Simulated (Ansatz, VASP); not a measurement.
# Br: VASP beside Ansatz

File INCAR:

```
SYSTEM = Br
PREC = Accurate
ENCUT = 520
EDIFF = 1E-6
ISMEAR = -1
SIGMA = 0.05
LREAL = .False.
LASPH = .True.
NELM = 80
ALGO = Normal
ISIF = 2
LWAVE = .False.
LCHARG = .False.
GGA = PE
NBANDS = 22
```

File KPOINTS:

```
Automatic mesh
0
Gamma
  6 6 3
  0 0 0
```

POSCAR

```
Br
1.0
    3.2945929801     -2.2751377168      0.0000000000
    3.2945929801      2.2751377168      0.0000000000
    0.0000000000      0.0000000000      8.5246521939
Br
4
Direct
    0.3651000000      0.6349000000      0.3901000000
    0.1349000000      0.8651000000      0.8901000000
    0.6349000000      0.3651000000      0.6099000000
    0.8651000000      0.1349000000      0.1099000000
```

The input input.yaml:

```yaml
crystal:
  lattice:
    - [3.2945929801, -2.2751377168, 0.0]
    - [3.2945929801, 2.2751377168, 0.0]
    - [0.0, 0.0, 8.5246521939]
  atoms:
    - { symbol: Br, position: [0.3651, 0.6349, 0.3901] }
    - { symbol: Br, position: [0.1349, 0.8651, 0.8901] }
    - { symbol: Br, position: [0.6349, 0.3651, 0.6099] }
    - { symbol: Br, position: [0.8651, 0.1349, 0.1099] }
hamiltonian:
  xc: pbe
  pseudopotentials: { kind: paw }
kpoints:
  mp_grid: { grid: [6, 6, 3] }
scf:
  occupations: { method: fermi_dirac, width: 0.05 }
output:
  forces: true
  stress: true
  eigenvalues: true
  write_density: true
  write_potential: true
  elf: true
  volumetric_format: npy
```

Alike in both runs: task single point; functional PBE; k mesh 6 × 6 × 3; occupations fermi-dirac, width 0.05 eV; no spin polarisation.

```csv
,VASP,Ansatz
version,VASP 6.6.1,Ansatz 0.2.0
potentials or method,"VASP PAW PBE potentials, release 64 (Br)",Ansatz PAW
plane-wave cutoff (eV),520,420
valence electrons in the cell,28,28
```

```csv
,VASP,Ansatz,Ansatz less VASP
gap on the k mesh at the Fermi level (eV),2.11,2.11,-0.001
least direct gap on the mesh (eV),2.12,2.12,-0.001
pressure (GPa),4.1,4.1,-0.03
"traceless stress, the component that is largest in VASP (GPa)",3.10,3.06,-0.036
rms of the force components (eV/Å),0.961,0.951,-0.0091
```

Atom by atom the forces differ by 0.009 eV/Å (rms over components).

Noted on Ansatz's run: odd divisions of the mesh miss points on the zone boundary, where band edges often lie, so the gap on the mesh can be too wide.
